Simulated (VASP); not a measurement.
Write the native input for VASP 6.6.1 that does the following.

* Task: single point
* Functional: PBE
* Potentials or basis: VASP PAW PBE potentials, release 64 (Mn_pv, S)
* Cutoff: 520 eV
* k mesh: 12 × 12 × 12
* Occupations: fermi-dirac, width 0.05 eV
* Spin: collinear spin, ferromagnetic start
* Starting moments: [4.0, 0.0] μB
* Dipole correction: no
* Further INCAR settings: ALGO = Normal; EDIFF = 1e-07; NBANDS = 20

The structure of MnS lies in POSCAR:

```
MnS
1.0
    0.0000000000      2.6381155436      2.6381155436
    2.6381155436      0.0000000000      2.6381155436
    2.6381155436      2.6381155436      0.0000000000
Mn S
1 1
Direct
    0.0000000000      0.0000000000      0.0000000000
    0.5000000000      0.5000000000      0.5000000000
```

This cell differs from its parent crystal: volume scaled by 1.03.

The input as run:

INCAR

```
SYSTEM = MnS
PREC = Accurate ; ENCUT = 520
EDIFF = 1E-7 ; ISMEAR = -1
SIGMA = 0.05 ; LREAL = .False.
LASPH = .True. ; NELM = 150
ALGO = Normal ; ISIF = 2
LWAVE = .False. ; LCHARG = .False.
ISPIN = 2 ; MAGMOM = 4 0
LORBIT = 11 ; LMAXMIX = 4
GGA = PE ; NBANDS = 20
```

KPOINTS

```
Automatic mesh
0
Gamma
  12 12 12
  0 0 0
```

Potentials or basis: VASP PAW PBE potentials, release 64 (Mn_pv, S).

Launch:

```bash
$ cat potpaw_PBE.64/Mn_pv/POTCAR potpaw_PBE.64/S/POTCAR > POTCAR
$ mpirun -np 1 vasp_std > vasp.out
```

It gave:

* Pressure: -4.6 GPa
* Net moment: 4.81 μB per cell
* Site moments: Mn +4.32; S +0.12 μB
* Valence electrons inside the program's atomic spheres: Mn 11.27; S 3.72

Caveat: a cell with one magnetic atom can't hold antiferromagnetic order, which such compounds often take.

Wall time 59 s on 1 thread of Intel(R) Xeon(R) Platinum 8488C (Sapphire Rapids), with other jobs on the host, peak memory 0.22 GiB.
